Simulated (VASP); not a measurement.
# Mg: single point with PBE

The system is Mg.

```
Mg
1.0
    -1.92120    1.92120    1.70487
     1.92120   -1.92120    1.70487
     1.92120    1.92120   -1.70487
Mg
1
Direct
  0.00000 0.00000 0.00000
```

```yaml
Program: VASP 6.6.1
Task: single point
Functional: PBE
Potentials_or_basis: VASP PAW PBE potentials, release 64 (Mg)
Cutoff: 520 eV
k_mesh: 18 × 18 × 18
Occupations: gaussian, width 0.15 eV
Spin: no spin polarisation
```

The pressure is -2.7 GPa. The band gap on the k mesh is zero (band 1 reaches 5.10 eV, above the bottom of band 2 at 0.72 eV).

Stress tensor (GPa, compression positive):
```
-2.72  0.00  0.00
 0.00 -2.72  0.00
 0.00  0.00 -2.64
```

Levels at points of the mesh, in eV from the Fermi level:
```
           k point  band 1  band 2  band 3  band 4
(0.00, 0.00, 0.00)   -6.56   11.00   12.85   12.85
(0.50, 0.00, 0.00)   -1.16   -0.61    7.73    8.13
(0.50, 0.50, 0.00)   -1.65   -1.47    9.77   10.03
(0.50, 0.50, 0.50)    2.78    2.78    3.47    3.88
```

Wall time 14 s on 1 thread of Intel(R) Xeon(R) 6975P-C (Granite Rapids) (shared host), peak memory 0.2 GiB.
